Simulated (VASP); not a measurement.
# Y (P-3m1) in VASP: single point with PBE

Aim: the single point of Y with PBE.

All numbers are computed with VASP 6.6.1; they aren't measurements. Logs are shortened: lines on timing, memory, paths and dates and some standing lists are left out, and cuts for length are marked.

### Step 1. The cell of the first run

It takes space group P-3m1 (No. 164, trigonal). The conventional cell has a = 3.651 Å, b = 3.651 Å, c = 5.747 Å, α = 90.00°, β = 90.00°, γ = 120.00°. Within 4.6 Å of Y (site symmetry 3m) lie 12 Y at 3.48 to 3.65 Å.

### Step 2. Single point, PBE (atom 1 (Y) moved by (+0.000, -0.100) A along y and z)

INCAR

```
SYSTEM = Y
ALGO = Fast
EDIFF = 1E-6
ENCUT = 520
GGA = PE
ISIF = 2
ISMEAR = 0
LASPH = .True.
LCHARG = .False.
LREAL = .False.
LWAVE = .False.
NBANDS = 18
NELM = 60
PREC = Accurate
SIGMA = 0.15
```

KPOINTS

```
k-points
0
Gamma
  18 18 8
  0 0 0
```

POSCAR

```
Y
1.0
    3.6514992371      0.0000000000      0.0000000000
   -1.8257496185      3.1622911012      0.0000000000
    0.0000000000      0.0000000000      5.7474000000
Y
2
Direct
    0.3333333333      0.6666666667      0.2326008282
    0.6666666667      0.3333333333      0.7500000000
```

Potentials or basis: VASP PAW PBE potentials, release 64 (Y_sv).

On the command line:

```sh
> cat potpaw_PBE.64/Y_sv/POTCAR > POTCAR
> mpirun -np 1 vasp_std > vasp.out
```

OUTCAR:

```text
SYSTEM = Y
   EDIFF = 1E-6
   ENCUT = 520
   GGA = PE
   ISIF = 2
   ISMEAR = 0
   LASPH = .True.
   LREAL = .False.
   NELM = 60
   PREC = Accurate

 ion  position               nearest neighbor table
   1  0.333  0.667  0.233-   2 3.48   2 3.48   2 3.48   2 3.65   2 3.65   2 3.65
   2  0.667  0.333  0.750-   1 3.48   1 3.48   1 3.48   1 3.65   1 3.65   1 3.65

  LATTYP: Found a hexagonal cell.
 ALAT       =     3.6514992371
 C/A-ratio  =     1.5739836234

  Lattice vectors:

 A1 = (   3.6514992371,   0.0000000000,   0.0000000000)
 A2 = (  -1.8257496185,   3.1622911012,   0.0000000000)
 A3 = (   0.0000000000,   0.0000000000,   5.7474000000)

Analysis of symmetry for initial positions (statically):
=====================================================================
 Subroutine PRICEL returns:
 Original cell was already a primitive cell.

 Routine SETGRP: Setting up the symmetry group for a
 hexagonal supercell.

 Subroutine GETGRP returns: Found 12 space group operations
 (whereof  6 operations were pure point group operations)
 out of a pool of 24 trial point group operations.

The static configuration has the point symmetry C_3v.
 The point group associated with its full space group is D_3d.

Analysis of symmetry for dynamics (positions and initial velocities):
=====================================================================
 Subroutine PRICEL returns:
 Original cell was already a primitive cell.

 Routine SETGRP: Setting up the symmetry group for a
 hexagonal supercell.

 Subroutine GETGRP returns: Found 12 space group operations
 (whereof  6 operations were pure point group operations)
 out of a pool of 24 trial point group operations.

The dynamic configuration has the point symmetry C_3v.
 The point group associated with its full space group is D_3d.

 Subroutine INISYM returns: Found 12 space group operations
 (whereof  6 operations are pure point group operations),
 and found     1 'primitive' translations

----------------------------------------------------------------------------------------

                                     Primitive cell

  volume of cell :      66.3658

  direct lattice vectors                    reciprocal lattice vectors
     3.651499237  0.000000000  0.000000000     0.273860115  0.158113211  0.000000000
    -1.825749618  3.162291101  0.000000000     0.000000000  0.316226422  0.000000000
     0.000000000  0.000000000  5.747400000     0.000000000  0.000000000  0.173991718

[... 82 lines left out ...]
   NELM   =     60;   NELMIN=  2; NELMDL= -5     # of ELM steps
   EDIFF  = 0.1E-05   stopping-criterion for ELM
   LREAL  =      F    real-space projection
   EDIFFG = 0.1E-04   stopping-criterion for IOM
   NSW    =      0    number of steps for IOM
   IBRION =     -1    ionic relax: 0-MD 1-quasi-New 2-CG
   NFREE  =      0    steps in history (QN), initial steepest desc. (CG)
   ISIF   =      2    stress and relaxation
   ISYM   =      2    0-nonsym 1-usesym 2-fastsym
   POTIM  = 0.5000    time-step for ionic-motion
   TEBEG  =    0.0;   TEEND  =   0.0 temperature during run
   PSTRESS=    0.0 pullay stress
   NELECT =      22.0000    total number of electrons
   NUPDOWN=      -1.0000    fix difference up-down
   EMIN   =  10.00;   EMAX   =-10.00  energy-range for DOS
   EFERMI =   0.00;   METHOD = LEGACY
   ISMEAR =     0;   SIGMA  =   0.15  broadening in eV -4-tet -1-fermi 0-gaus
   EFERMI_NEDOS =   21; number of points for ismear=-14 and -15
   IALGO  =     68    algorithm
   IMIX   =      4    mixing-type and parameters
     AMIX     =   0.40;   BMIX     =  1.00
     AMIX_MAG =   1.60;   BMIX_MAG =  1.00
  volume/ion in A,a.u.               =      33.18       223.93
  Fermi-wavevector in a.u.,A,eV,Ry     =   1.133011  2.141081 17.465997  1.283715
  Thomas-Fermi vector in A             =   2.269713
   LORBIT       =      0    0 simple, 1 ext, 2 COOP (PROOUT), +10 PAW based schemes
   GGA     = PE    functional components
   LHFCALC =     F    Hartree Fock is set to
   AEXX    =    0.0000 exact exchange contribution
   IVDW    =     0    specifies the selected vdW correction
   LEPSILON=     F    determine dielectric tensor
   LRPA    =     F    only Hartree local field effects (RPA)
 non-spin polarized calculation
 RMM-DIIS sequential band-by-band and
 Gauss-broadening in eV      SIGMA  =   0.15
  energy-cutoff  :      520.00
  volume of cell :       66.37
 maximum number of plane-waves:      1818
   NGX = 13   NGY = 13   NGZ = 21

 number of electron      22.0000001 magnetization

 Free energy of the ion-electron system (eV)
  ---------------------------------------------------
  ext. energy  EPLUGINS =         0.00000000
  ---------------------------------------------------
  free energy    TOTEN  =       -12.86959480 eV

  energy without entropy =      -12.82398431  energy(sigma->0) =      -12.84678955

 E-fermi :   2.9438     XC(G=0):  -9.3844

 val. band max:        2.9415633886   @ k =   0.0000   0.3889   0.1250
 cond. band min:       2.9449187323   @ k =   0.2778   0.1111   0.0000
 fundamental gap:      0.0033553437
 Fermi energy:         2.9437648748

 k-point     1 :       0.0000    0.0000    0.0000
  band No.  band energies     occupation
      1     -39.7586      2.00000
      2     -39.6868      2.00000
      3     -20.0227      2.00000
      4     -19.5616      2.00000
      5     -19.5616      2.00000
      6     -19.4734      2.00000
[... 481 lines left out ...]
      5     -19.7573      2.00000
      6     -19.6932      2.00000
[... 10 lines left out ...]
     17       7.7598      0.00000
     18       8.2246      0.00000

 [... further k-points ...]

------------------------ aborting loop because EDIFF is reached ----------------------------------------

  FORCE on cell =-STRESS in cart. coord.  units (eV):
  Direction    XX          YY          ZZ          XY          YZ          ZX
  --------------------------------------------------------------------------------------
  -------------------------------------------------------------------------------------
  Total       -0.1249128     -0.1249128     -0.2920753     -0.0000000      0.0000000     -0.0000000
  in kB       -3.0155960     -3.0155960     -7.0511664     -0.0000000      0.0000000     -0.0000000
  external PRESSURE =      -4.3607861 kB  Pullay stress =       0.0000000 kB

 VOLUME and BASIS-vectors are now :
 -----------------------------------------------------------------------------
  energy-cutoff  :      520.00
  volume of cell :       66.37
      direct lattice vectors                 reciprocal lattice vectors
     3.651499237  0.000000000  0.000000000     0.273860115  0.158113211  0.000000000
    -1.825749618  3.162291101  0.000000000     0.000000000  0.316226422  0.000000000
     0.000000000  0.000000000  5.747400000     0.000000000  0.000000000  0.173991718

 POSITION                                       TOTAL-FORCE (eV/Angst)
 -----------------------------------------------------------------------------------
     -0.00000      2.10819      1.33685        -0.000000      0.000000      0.333239
      1.82575      1.05410      4.31055         0.000000      0.000000     -0.333239
 -----------------------------------------------------------------------------------
    total drift:                               -0.000000      0.000000     -0.000002

  FREE ENERGIE OF THE ION-ELECTRON SYSTEM (eV)
  ---------------------------------------------------
  free  energy   TOTEN  =       -12.8695948002 eV

  energy  without entropy=      -12.8239843094  energy(sigma->0) =      -12.84678955
```

stdout:

```text
POSCAR found type information on POSCAR Y
 POSCAR found :  1 types and       2 ions
 scaLAPACK will be used
 LDA part: xc-table for (Slater+PW92), standard interpolation
 POSCAR, INCAR and KPOINTS ok, starting setup
 FFT: planning ... GRIDC
 FFT: planning ... GRID_SOFT
 FFT: planning ... GRID
 WAVECAR not read
 entering main loop
WARNING in EDDRMM: call to ZHEGV failed, returncode =   8  4      9
WARNING in EDDRMM: call to ZHEGV failed, returncode =   8  4     12
WARNING in EDDRMM: call to ZHEGV failed, returncode =   8  4     14
WARNING in EDDRMM: call to ZHEGV failed, returncode =   6  3      9
WARNING in EDDRMM: call to ZHEGV failed, returncode =   6  3      9
WARNING in EDDRMM: call to ZHEGV failed, returncode =   8  4      3
WARNING in EDDRMM: call to ZHEGV failed, returncode =   6  3     12
WARNING in EDDRMM: call to ZHEGV failed, returncode =   6  3     17
WARNING in EDDRMM: call to ZHEGV failed, returncode =   6  3     16
WARNING in EDDRMM: call to ZHEGV failed, returncode =   6  3     13
WARNING in EDDRMM: call to ZHEGV failed, returncode =   6  3     14
WARNING in EDDRMM: call to ZHEGV failed, returncode =   6  3     14
WARNING in EDDRMM: call to ZHEGV failed, returncode =   6  3      9
WARNING in EDDRMM: call to ZHEGV failed, returncode =   6  3      9
```

It took 3.3 min on 1 thread of Intel Xeon 6975P-C (Granite Rapids), shared host; peak memory 0.42 GiB.

Results:

```
Free energy            : -12.8696 eV
Pressure               : -0.4 GPa
Largest force          : 0.333 eV/Å
Band gap on the k mesh : zero (bands 11 and 12 overlap by 1.28 eV)
```

Forces on the atoms (eV/Å):
```
Y    0.000  0.000  0.333
Y    0.000  0.000 -0.333
```

Caveat: the cell differs from its parent crystal (atom 1 (Y) moved by (+0.000, -0.100) A along y and z).
